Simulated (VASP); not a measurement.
Input of a VASP 6.6.1 run:

Contents of INCAR:

```
SYSTEM = AlN
  ALGO = Normal
  EDIFF = 1E-7
  ENCUT = 520
  GGA = PE
  ISIF = 2
  ISMEAR = 0
  LASPH = .True.
  LCHARG = .False.
  LREAL = .False.
  LWAVE = .False.
  NBANDS = 11
  NELM = 60
  PREC = Accurate
  SIGMA = 0.01
```

The input KPOINTS:

```
k-points
0
Gamma
  6 6 6
  0 0 0
```

POSCAR

```
AlN
1.0
    0.0000000000      2.1630276483      2.2073064882
    2.1630276483      0.0000000000      2.2073064882
    2.1630276483      2.1630276483      0.0000000000
Al N
1 1
Direct
    0.0000000000      0.0000000000      0.0000000000
    0.2500000000      0.2500000000      0.2500000000
```

Potentials or basis: VASP PAW PBE potentials, release 64 (Al, N).

Run with:

```bash
$ cat potpaw_PBE.64/Al/POTCAR potpaw_PBE.64/N/POTCAR > POTCAR
$ mpirun -np 1 vasp_std > vasp.out
```

Question: Predict the band gap on the k mesh.

Answer: 3.26 eV, indirect (least direct gap 4.24 eV).

Question: What does it give for the pressure?

Answer: 6.4 GPa.

Stress tensor (GPa, compression positive):
```
7.37 0.00 0.00
0.00 7.37 0.00
0.00 0.00 4.55
```

Caveat: the cell differs from its parent crystal (epitaxial xy strain -1.0%). A k mesh can miss the band edges.
